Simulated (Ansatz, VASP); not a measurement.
**C: VASP beside Ansatz**

The input INCAR:

```
SYSTEM = C
ALGO = Normal ; EDIFF = 1E-7
ENCUT = 520 ; GGA = PS
ISIF = 2 ; ISMEAR = 0
IVDW = 12 ; LASPH = .TRUE.
LCHARG = .FALSE. ; LREAL = .FALSE.
LWAVE = .FALSE. ; NBANDS = 11
NELM = 100 ; PREC = Accurate
SIGMA = 0.05
```

The input KPOINTS:

```
k-points
0
G
  15 15 15
  0 0 0
```

POSCAR

```
C
1.0
    1.2291305633      0.7096388616      3.2835658809
   -1.2291305633      0.7096388616      3.2835658809
    0.0000000000     -1.4192777231      3.2835658809
C
2
Direct
    0.1730094625      0.1730094625      0.1730094625
    0.8269905375      0.8269905375      0.8269905375
```

Input for Ansatz:

```yaml
crystal:
  lattice:
    - [1.2291305633, 0.7096388616, 3.2835658809]
    - [-1.2291305633, 0.7096388616, 3.2835658809]
    - [0.0, -1.4192777231, 3.2835658809]
  atoms:
    - { symbol: C, position: [0.1730094625, 0.1730094625, 0.1730094625] }
    - { symbol: C, position: [0.8269905375, 0.8269905375, 0.8269905375] }
basis:
  ecutwfc: 520.0
kpoints:
  mp_grid: { grid: [15, 15, 15] }
hamiltonian:
  xc: pbesol
  dispersion: d3bj
scf:
  occupations: { method: gaussian, width: 0.05 }
output:
  forces: true
  stress: true
  eigenvalues: true
```

Change from the starting cell: mode 4 frozen in at +0.063 Å and mode 6 at +0.000 Å (largest displacements).

Alike in both runs: task single point; functional PBEsol; dispersion D3(BJ); k mesh 15 × 15 × 15; occupations gaussian, width 0.05 eV; no spin polarisation.

|  | VASP | Ansatz |
| --- | --- | --- |
| version | VASP 6.6.1 | Ansatz 0.2.0 |
| potentials or method | VASP PAW PBE potentials, release 64 (C), cutoff 520 eV | scalar-relativistic, plane waves, PAW |
| valence electrons in the cell | 8 | 8 |

Ansatz gave:

```
gap on the k mesh at the Fermi level (eV)                     : 0.54
least direct gap on the mesh (eV)                             : 0.54
pressure (GPa)                                                : -1.0
traceless stress, the component that is largest in VASP (GPa) : -1.37
rms of the force components (eV/Å)                            : 1.217
```

Problem. Which values does VASP return?

Solution. gap on the k mesh at the Fermi level (eV): 0.55; least direct gap on the mesh (eV): 0.55; pressure (GPa): -0.3; traceless stress, the component that is largest in VASP (GPa): -2.13; rms of the force components (eV/Å): 1.211.

VASP's potentials were made for PBE, not for PBEsol. Atom by atom the forces differ by 0.006 eV/Å (rms over components).
